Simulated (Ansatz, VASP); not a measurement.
**Tl in VASP and in Ansatz**

```
Tl
1.0
     3.33296    0.00000    0.00000
     0.00000    3.33296    0.00000
     0.00000    0.00000    3.33296
Tl
1
Cartesian
  0.0000 0.0000 0.0000
```

Alike in both runs: task single point; functional PBE; k mesh 16 × 16 × 16; occupations fermi-dirac, width 0.1 eV; no spin polarisation.

|  | VASP | Ansatz |
| --- | --- | --- |
| version | VASP 6.6.1 | Ansatz 0.2.0 |
| potentials or method | VASP PAW PBE potentials, release 64 (Tl_d), cutoff 520 eV | plane waves (420 eV) with PAW, scalar-relativistic |
| valence electrons in the cell | 13 | 13 |

|  | VASP | Ansatz | Ansatz less VASP |
| --- | --- | --- | --- |
| pressure (GPa) | -1.3 | -1.3 | +0.05 |

Spin-orbit coupling is off throughout.
